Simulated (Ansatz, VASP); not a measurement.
## Si4N in VASP and in Ansatz

INCAR

```
SYSTEM = Si4N
ALGO = Normal
DIPOL = 0.5 0.5 0.375
EDIFF = 1E-7
ENCUT = 520
GGA = PE
IDIPOL = 3
ISIF = 2
ISMEAR = 0
IVDW = 12
LASPH = .True.
LCHARG = .False.
LDIPOL = .True.
LREAL = .False.
LWAVE = .False.
NBANDS = 32
NELM = 60
PREC = Accurate
SIGMA = 0.05
```

The input KPOINTS:

```
k-points
0
Gamma
  9 9 1
  0 0 0
```

The input POSCAR:

```
Si4N
1.0
    3.8155170209      0.0000000000      0.0000000000
   -1.9077585104      3.3043346686      0.0000000000
    0.0000000000      0.0000000000     28.9874813843
Si N
8 2
Direct
    0.6666666667      0.3333333333      0.1379906018
    0.3333333333      0.6666666667      0.1654736894
    0.3333333333      0.6666666667      0.2468813277
    0.6666666667      0.3333333333      0.2743644153
    0.6666666667      0.3333333333      0.3556303104
    0.3333333333      0.6666666667      0.3827070033
    0.3333333333      0.6666666667      0.4657581680
    0.6666666667      0.3333333333      0.4894347735
    1.1666666667      0.6666666667      0.5963774898
    1.1666666667      0.6666666667      0.6343249053
```

Input for Ansatz:

```yaml
crystal:
  lattice:
    - [3.8155170209, 0.0, 0.0]
    - [-1.9077585104, 3.3043346686, 0.0]
    - [0.0, 0.0, 28.9874813843]
  atoms:
    - { symbol: Si, position: [0.6666666667, 0.3333333333, 0.1379906018] }
    - { symbol: Si, position: [0.3333333333, 0.6666666667, 0.1654736894] }
    - { symbol: Si, position: [0.3333333333, 0.6666666667, 0.2468813277] }
    - { symbol: Si, position: [0.6666666667, 0.3333333333, 0.2743644153] }
    - { symbol: Si, position: [0.6666666667, 0.3333333333, 0.3556303104] }
    - { symbol: Si, position: [0.3333333333, 0.6666666667, 0.3827070033] }
    - { symbol: Si, position: [0.3333333333, 0.6666666667, 0.465758168] }
    - { symbol: Si, position: [0.6666666667, 0.3333333333, 0.4894347735] }
    - { symbol: "N", position: [1.1666666667, 0.6666666667, 0.5963774898] }
    - { symbol: "N", position: [1.1666666667, 0.6666666667, 0.6343249053] }
basis:
  ecutwfc: 420
kpoints:
  mp_grid: { grid: [9, 9, 1] }
hamiltonian:
  xc: pbe
  pseudopotentials: { kind: paw, azcp: { folder: soft_1 } }
  dispersion: d3bj
scf:
  occupations: { method: gaussian, width: 0.05 }
output:
  forces: true
  eigenvalues: true
efield:
  axis: 3
  dipole_correction: true
  ramp_width: 0.04
```

Alike in both runs: task single point; functional PBE; dispersion D3(BJ); k mesh 9 × 9 × 1; occupations gaussian, width 0.05 eV; no spin polarisation.

|  | VASP | Ansatz |
| --- | --- | --- |
| version | VASP 6.6.1 | Ansatz 0.2.0 |
| potentials or method | VASP PAW PBE potentials, release 64 (Si, N), cutoff 520 eV | scalar-relativistic, plane waves, PAW |
| valence electrons in the cell | 42 | 42 |

Ansatz gave:

- gap on the k mesh at the Fermi level (eV): none
- rms of the force components (eV/Å): 0.198

**Question.** Estimate VASP's values.

**Answer.** gap on the k mesh at the Fermi level (eV): none; rms of the force components (eV/Å): 0.609.

Atom by atom the forces differ by 0.465 eV/Å (rms over components). A gap of «none» marks a metal or a gap that the smearing closes. One of these differences is far larger than is usual between the two programs; its cause wasn't traced.

Noted on VASP's run: the standard files for N, O and F lose accuracy on very short bonds.
